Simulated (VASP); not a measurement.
# Mo (Im-3m) in VASP: a series of runs, part 2 of 3

VASP 6.6.1. Earlier steps stand in the parts before.

## 3. Electric field gradients, PBE (volume scaled by 0.98)

Input file INCAR:

```
SYSTEM = Mo
  PREC = Accurate
  ENCUT = 520
  EDIFF = 1E-8
  ISMEAR = -1
  SIGMA = 0.05
  LREAL = .False.
  LASPH = .True.
  NELM = 100
  ALGO = Normal
  ISIF = 2
  LWAVE = .False.
  LCHARG = .False.
  GGA = PE
  LEFG = .True.
  NBANDS = 13
```

Input file KPOINTS:

```
regular mesh
0
Gamma
  16 16 16
  0 0 0
```

Input file POSCAR:

```
Mo
1.0
   -1.5604560581      1.5604560581      1.5604560581
    1.5604560581     -1.5604560581      1.5604560581
    1.5604560581      1.5604560581     -1.5604560581
Mo
1
Direct
    0.0000000000      0.0000000000      0.0000000000
```

Potentials or basis: VASP PAW PBE potentials, release 64 (Mo_sv).

On the command line:

```sh
$ cat potpaw_PBE.64/Mo_sv/POTCAR > POTCAR
$ mpirun -np 1 vasp_std > vasp.out
```

OUTCAR:

```text
SYSTEM = Mo
   PREC = Accurate
   ENCUT = 520
   EDIFF = 1E-8
   ISMEAR = -1
   LREAL = .False.
   LASPH = .True.
   NELM = 100
   ISIF = 2
   GGA = PE

 ion  position               nearest neighbor table
   1  0.000  0.000  0.000-

  LATTYP: Found a body centered cubic cell.
 ALAT       =     3.1209121162

  Lattice vectors:

 A1 = (  -1.5604560581,   1.5604560581,   1.5604560581)
 A2 = (   1.5604560581,  -1.5604560581,   1.5604560581)
 A3 = (   1.5604560581,   1.5604560581,  -1.5604560581)

Analysis of symmetry for initial positions (statically):
=====================================================================
 Subroutine PRICEL returns:
 Original cell was already a primitive cell.

 Routine SETGRP: Setting up the symmetry group for a
 body centered cubic supercell.

 Subroutine GETGRP returns: Found 48 space group operations
 (whereof 48 operations were pure point group operations)
 out of a pool of 48 trial point group operations.

The static configuration has the point symmetry O_h .

Analysis of symmetry for dynamics (positions and initial velocities):
=====================================================================
 Subroutine PRICEL returns:
 Original cell was already a primitive cell.

 Routine SETGRP: Setting up the symmetry group for a
 body centered cubic supercell.

 Subroutine GETGRP returns: Found 48 space group operations
 (whereof 48 operations were pure point group operations)
 out of a pool of 48 trial point group operations.

The dynamic configuration has the point symmetry O_h .

 Subroutine INISYM returns: Found 48 space group operations
 (whereof 48 operations are pure point group operations),
 and found     1 'primitive' translations

----------------------------------------------------------------------------------------

                                     Primitive cell

  volume of cell :      15.1990

  direct lattice vectors                    reciprocal lattice vectors
    -1.560456058  1.560456058  1.560456058     0.000000000  0.320419148  0.320419148
     1.560456058 -1.560456058  1.560456058     0.320419148  0.000000000  0.320419148
     1.560456058  1.560456058 -1.560456058     0.320419148  0.320419148  0.000000000

  length of vectors
     2.702789176  2.702789176  2.702789176     0.453141104  0.453141104  0.453141104

  position of ions in fractional coordinates (direct lattice)
     0.000000000  0.000000000  0.000000000

  ion indices of the primitive-cell ions
   primitive index   ion index
                 1           1

----------------------------------------------------------------------------------------

 KPOINTS: regular mesh

Automatic generation of k-mesh.
 Grid dimensions read from file:
 generate k-points for:   16   16   16

 Generating k-lattice:

[... 66 lines left out ...]
   NFREE  =      0    steps in history (QN), initial steepest desc. (CG)
   ISIF   =      2    stress and relaxation
   ISYM   =      2    0-nonsym 1-usesym 2-fastsym
   POTIM  = 0.5000    time-step for ionic-motion
   TEBEG  =    0.0;   TEEND  =   0.0 temperature during run
   PSTRESS=    0.0 pullay stress
   NELECT =      14.0000    total number of electrons
   NUPDOWN=      -1.0000    fix difference up-down
   EMIN   =  10.00;   EMAX   =-10.00  energy-range for DOS
   EFERMI =   0.00;   METHOD = LEGACY
   ISMEAR =    -1;   SIGMA  =   0.05  broadening in eV -4-tet -1-fermi 0-gaus
   EFERMI_NEDOS =   21; number of points for ismear=-14 and -15
   IALGO  =     38    algorithm
   IMIX   =      4    mixing-type and parameters
     AMIX     =   0.40;   BMIX     =  1.00
     AMIX_MAG =   1.60;   BMIX_MAG =  1.00
  volume/ion in A,a.u.               =      15.20       102.57
  Fermi-wavevector in a.u.,A,eV,Ry     =   1.592866  3.010081 34.521012  2.537223
  Thomas-Fermi vector in A             =   2.691185
   LORBIT       =      0    0 simple, 1 ext, 2 COOP (PROOUT), +10 PAW based schemes
   GGA     = PE    functional components
   LHFCALC =     F    Hartree Fock is set to
   AEXX    =    0.0000 exact exchange contribution
   IVDW    =     0    specifies the selected vdW correction
   LEPSILON=     F    determine dielectric tensor
   LRPA    =     F    only Hartree local field effects (RPA)
 non-spin polarized calculation
  energy-cutoff  :      520.00
  volume of cell :       15.20
 maximum number of plane-waves:       420
   NGX =  9   NGY =  9   NGZ =  9

 number of electron      13.9999997 magnetization

 Free energy of the ion-electron system (eV)
  ---------------------------------------------------
  ext. energy  EPLUGINS =         0.00000000
  ---------------------------------------------------
  free energy    TOTEN  =       -10.92132155 eV

  energy without entropy =      -10.91746855  energy(sigma->0) =      -10.91939505

 E-fermi :  13.0613     XC(G=0): -13.5484

 val. band max:       13.0356326800   @ k =  -0.1875   0.1875   0.0625
 cond. band min:      13.0995756387   @ k =   0.1875   0.0000   0.0000
 fundamental gap:      0.0639429587
 Fermi energy:        13.0613235631

 k-point     1 :       0.0000    0.0000    0.0000
  band No.  band energies     occupation
      1     -48.2275      2.00000
      2     -21.4264      2.00000
      3     -21.4264      2.00000
      4     -21.4264      2.00000
      5       5.7249      2.00000
      6      11.6363      2.00000
      7      11.6363      2.00000
      8      11.6363      2.00000
      9      14.7672      0.00000
     10      14.7672      0.00000
     11      27.9235      0.00000
     12      27.9235      0.00000
     13      27.9235      0.00000
[... 354 lines left out ...]
  band No.  band energies     occupation
      1     -47.9659      2.00000
      2     -22.6268      2.00000
      3     -21.9234      2.00000
      4     -21.5594      2.00000
      5       8.7665      2.00000
      6      10.0279      2.00000
      7      11.2240      2.00000
      8      14.1760      0.00000
      9      15.5747      0.00000
     10      17.8697      0.00000
     11      26.5576      0.00000
     12      28.0673      0.00000
     13      31.0460      0.00000

 [... further k-points ...]
[... 5 lines left out ...]
  --------------------------------------------------------------------------------------
  -------------------------------------------------------------------------------------
  Total        1.0564306      1.0564306      1.0564306     -0.0000000     -0.0000000     -0.0000000
  in kB      111.3619786    111.3619786    111.3619786     -0.0000000     -0.0000000     -0.0000000
  external PRESSURE =     111.3619786 kB  Pullay stress =       0.0000000 kB

 VOLUME and BASIS-vectors are now :
 -----------------------------------------------------------------------------
  energy-cutoff  :      520.00
  volume of cell :       15.20
      direct lattice vectors                 reciprocal lattice vectors
    -1.560456058  1.560456058  1.560456058     0.000000000  0.320419148  0.320419148
     1.560456058 -1.560456058  1.560456058     0.320419148  0.000000000  0.320419148
     1.560456058  1.560456058 -1.560456058     0.320419148  0.320419148  0.000000000

 POSITION                                       TOTAL-FORCE (eV/Angst)
 -----------------------------------------------------------------------------------
      0.00000      0.00000      0.00000         0.000000     -0.000000     -0.000000
 -----------------------------------------------------------------------------------
    total drift:                                0.000000     -0.000000      0.000000

  FREE ENERGIE OF THE ION-ELECTRON SYSTEM (eV)
  ---------------------------------------------------
  free  energy   TOTEN  =       -10.9213215473 eV

  energy  without entropy=      -10.9174685538  energy(sigma->0) =      -10.91939505

 Electric field gradients (V/A^2)
---------------------------------------------------------------------
 ion       V_xx      V_yy      V_zz      V_xy      V_xz      V_yz
---------------------------------------------------------------------
   1      -0.000     0.000    -0.000    -0.001    -0.001    -0.001
---------------------------------------------------------------------

 Electric field gradients after diagonalization (V/A^2)
 (convention: |V_zz| > |V_xx| > |V_yy|)
----------------------------------------------------------------------
 ion       V_xx      V_yy      V_zz     asymmetry (V_yy - V_xx)/ V_zz
----------------------------------------------------------------------
   1       0.001     0.001    -0.002       0.000
----------------------------------------------------------------------

           NMR quadrupolar parameters

 Cq : quadrupolar parameter    Cq=e*Q*V_zz/h
 eta: asymmetry parameters     (V_yy - V_xx)/ V_zz
 Q  : nuclear electric quadrupole moment in mb (millibarn)
----------------------------------------------------------------------
 ion       Cq(MHz)       eta       Q (mb)
----------------------------------------------------------------------
   1      -0.000       0.000       1.000
----------------------------------------------------------------------
```

OSZICAR:

```text
N       E                     dE             d eps       ncg     rms          rms(c)
DAV:   1     0.925690703671E+02    0.92569E+02   -0.79380E+03  3807   0.110E+03
DAV:   2    -0.104284798588E+02   -0.10300E+03   -0.99084E+02  4340   0.313E+02
DAV:   3    -0.115491830019E+02   -0.11207E+01   -0.11172E+01  4195   0.327E+01
DAV:   4    -0.115516697134E+02   -0.24867E-02   -0.24866E-02  4210   0.187E+00
DAV:   5    -0.115516858518E+02   -0.16138E-04   -0.16140E-04  4255   0.132E-01    0.157E+01
DAV:   6    -0.110018334984E+02    0.54985E+00   -0.66996E-01  3855   0.102E+01    0.452E+00
DAV:   7    -0.109248231548E+02    0.77010E-01   -0.13893E-01  4190   0.442E+00    0.876E-01
DAV:   8    -0.109212488542E+02    0.35743E-02   -0.38713E-03  3920   0.796E-01    0.169E-01
DAV:   9    -0.109213142701E+02   -0.65416E-04   -0.79329E-05  4395   0.110E-01    0.807E-02
DAV:  10    -0.109213211828E+02   -0.69127E-05   -0.12564E-05  3930   0.426E-02    0.604E-03
DAV:  11    -0.109213216615E+02   -0.47869E-06   -0.10565E-07  4420   0.359E-03    0.111E-03
DAV:  12    -0.109213215156E+02    0.14589E-06   -0.57229E-09  2480   0.914E-04    0.110E-04
DAV:  13    -0.109213215428E+02   -0.27177E-07   -0.24330E-10  2030   0.199E-04    0.143E-05
DAV:  14    -0.109213215473E+02   -0.45379E-08   -0.32472E-11  1945   0.732E-05
   1 F= -.10921322E+02 E0= -.10919395E+02  d E =-.385299E-02
```

stdout:

```text
POSCAR found type information on POSCAR Mo
 POSCAR found :  1 types and       1 ions
 scaLAPACK will be used
 LDA part: xc-table for (Slater+PW92), standard interpolation
 POSCAR, INCAR and KPOINTS ok, starting setup
 FFT: planning ... GRIDC
 FFT: planning ... GRID_SOFT
 FFT: planning ... GRID
 WAVECAR not read
 entering main loop
ion   1
```

Run time: 16 s. Hardware: 1 thread of Intel Xeon 6975P-C, shared host; peak memory 0.14 GiB.

What came out:

```yaml
Free_energy: -10.9213 eV
Pressure: 11.1 GPa
Band_gap_on_the_k_mesh: zero (band 7 reaches 17.20 eV, above the bottom of band 8 at 11.64 eV)
```

Caveat: without QUAD_EFG the Cq values of the log hold for a quadrupole moment of 1 mb, not for the nuclei.

## 4. Electric field gradients, PBE (volume scaled by 1.02)

Input file INCAR:

```
PREC = Accurate
ENCUT = 520
EDIFF = 1E-8
ISMEAR = -1
SIGMA = 0.05
LREAL = F
LASPH = T
NELM = 100
ALGO = Normal
ISIF = 2
LWAVE = F
LCHARG = F
GGA = PE
LEFG = T
NBANDS = 13
```

Input file KPOINTS:

```
regular mesh
0
Gamma
  16 16 16
```

Input file POSCAR:

```
Mo
1.0
   -1.5814042767      1.5814042767      1.5814042767
    1.5814042767     -1.5814042767      1.5814042767
    1.5814042767      1.5814042767     -1.5814042767
Mo
1
Direct
    0.0000000000      0.0000000000      0.0000000000
```

Potentials or basis: VASP PAW PBE potentials, release 64 (Mo_sv).

On the command line:

```sh
$ cat potpaw_PBE.64/Mo_sv/POTCAR > POTCAR
$ mpirun -np 1 vasp_std > vasp.out
```

OUTCAR:

```text
PREC = Accurate
   ENCUT = 520
   EDIFF = 1E-8
   ISMEAR = -1
   LREAL = F
   LASPH = T
   NELM = 100
   ISIF = 2
   GGA = PE

 ion  position               nearest neighbor table
   1  0.000  0.000  0.000-

  LATTYP: Found a body centered cubic cell.
 ALAT       =     3.1628085534

  Lattice vectors:

 A1 = (  -1.5814042767,   1.5814042767,   1.5814042767)
 A2 = (   1.5814042767,  -1.5814042767,   1.5814042767)
[... 589 lines left out ...]
    total drift:                                0.000000     -0.000000      0.000000

  FREE ENERGIE OF THE ION-ELECTRON SYSTEM (eV)
  ---------------------------------------------------
  free  energy   TOTEN  =       -10.9421135591 eV

  energy  without entropy=      -10.9380645862  energy(sigma->0) =      -10.94008907

 Electric field gradients (V/A^2)
---------------------------------------------------------------------
 ion       V_xx      V_yy      V_zz      V_xy      V_xz      V_yz
---------------------------------------------------------------------
   1      -0.000    -0.000     0.000    -0.000    -0.000    -0.000
---------------------------------------------------------------------

 Electric field gradients after diagonalization (V/A^2)
 (convention: |V_zz| > |V_xx| > |V_yy|)
----------------------------------------------------------------------
 ion       V_xx      V_yy      V_zz     asymmetry (V_yy - V_xx)/ V_zz
----------------------------------------------------------------------
   1       0.000     0.000    -0.001       0.000
----------------------------------------------------------------------

           NMR quadrupolar parameters

 Cq : quadrupolar parameter    Cq=e*Q*V_zz/h
 eta: asymmetry parameters     (V_yy - V_xx)/ V_zz
 Q  : nuclear electric quadrupole moment in mb (millibarn)
----------------------------------------------------------------------
 ion       Cq(MHz)       eta       Q (mb)
----------------------------------------------------------------------
   1      -0.000       0.000       1.000
----------------------------------------------------------------------
```

Run time: 18 s. Hardware: 1 thread of Intel Xeon 6975P-C, shared host; peak memory 0.14 GiB.

What came out:

- Free energy: -10.9421 eV
- Pressure: -0.1 GPa
- Band gap on the k mesh: zero (band 7 reaches 16.32 eV, above the bottom of band 8 at 11.07 eV)

Levels at points of the mesh, in eV from the Fermi level:
```
           k point  band 4  band 5  band 6  band 7  band 8  band 9  band 10  band 11
(0.00, 0.00, 0.00)  -34.56   -7.19   -1.33   -1.33   -1.33    1.65     1.65    14.82
(0.50, 0.00, 0.00)  -34.57   -5.25   -3.34    1.59    1.67    2.29     4.67    11.47
(0.50, 0.50, 0.50)  -35.49   -5.34   -5.34    3.92    3.92    3.92     8.98     8.98
```

Caveat: without QUAD_EFG the Cq values of the log hold for a quadrupole moment of 1 mb, not for the nuclei.

[end of part 2 of 3]
